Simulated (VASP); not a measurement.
Set up this calculation in VASP 6.6.1, as the native input.

```yaml
Task: single point
Functional: PBE
Potentials_or_basis: VASP PAW PBE potentials, release 64 (K_sv, Br)
Cutoff: 520 eV
k_mesh: 8 × 8 × 8
Occupations: gaussian, width 0.05 eV
Spin: no spin polarisation
Dipole_correction: no
Further_INCAR_settings: ALGO = Normal; EDIFF = 1e-06; NBANDS = 15
```

The structure of KBr lies in POSCAR:

```
KBr
1.0
   -1.3827633523      2.7655267045      2.7655267045
    2.7655267045     -1.3827633523      2.7655267045
    2.7655267045      2.7655267045     -1.3827633523
K Br
1 1
Direct
    0.0000000000      0.0000000000      0.0000000000
    0.5000000000      0.5000000000      0.5000000000
```

This cell differs from its parent crystal: ratio of the length along [111] to the lengths across it x 0.5, volume and fractional coordinates fixed.

These files were run (other wordings do the same):

INCAR

```
  PREC = Accurate
  ENCUT = 520
  EDIFF = 1E-6
  ISMEAR = 0
  SIGMA = 0.05
  LREAL = F
  LASPH = T
  NELM = 100
  ALGO = Normal
  ISIF = 2
  LWAVE = F
  LCHARG = F
  GGA = PE
  NBANDS = 15
```

KPOINTS

```
Automatic mesh
0
Gamma
  8 8 8
```

Potentials or basis: VASP PAW PBE potentials, release 64 (K_sv, Br).

Command:

```console
$ cat potpaw_PBE.64/K_sv/POTCAR potpaw_PBE.64/Br/POTCAR > POTCAR
$ mpirun -np 1 vasp_std > vasp.out
```

Results of the run:

```json
{"Pressure": "-1.1 GPa", "Band gap on the k mesh": "3.65 eV, indirect (least direct gap 3.88 eV)"}
```

Run time: 21 s on 1 thread of Intel(R) Xeon(R) Platinum 8488C (Sapphire Rapids) (shared host), peak memory 0.18 GiB.
